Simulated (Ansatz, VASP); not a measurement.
Two plane-wave programs on W

```
W
1.0
     0.00000   -1.99913   -1.99913
     0.00000    1.99913   -1.99913
     3.99825    0.00000    0.00000
W
2
Direct
  0.52021 0.47979 0.48980
  0.97979 0.02021 0.01020
```

Change from the starting cell: mode 4 frozen in at -0.081 Å and mode 6 at -0.041 Å (largest displacements).

Alike in both runs: task single point; functional PBEsol; k mesh 16 × 16 × 12; occupations gaussian, width 0.15 eV; no spin polarisation.

|  | VASP | Ansatz |
| --- | --- | --- |
| version | VASP 6.6.1 | Ansatz 0.2.0 |
| potentials or method | VASP PAW PBE potentials, release 64 (W_sv), cutoff 520 eV | scalar-relativistic, plane waves, PAW |
| valence electrons in the cell | 28 | 28 |

|  | VASP | Ansatz | Ansatz less VASP |
| --- | --- | --- | --- |
| gap on the k mesh at the Fermi level (eV) | none | none | - |
| pressure (GPa) | 3.0 | 2.4 | -0.65 |
| traceless stress, the component that is largest in VASP (GPa) | -2.81 | -2.82 | -0.002 |
| rms of the force components (eV/Å) | 0.744 | 0.736 | -0.0089 |

VASP's potentials were made for PBE, not for PBEsol, and Ansatz warns of the same on its side. Atom by atom the forces differ by 0.009 eV/Å (rms over components). A gap of «none» marks a metal or a gap that the smearing closes. The functional is the same, so the differences come from potentials, cutoffs and numerics.

Neither program's run includes spin-orbit coupling.
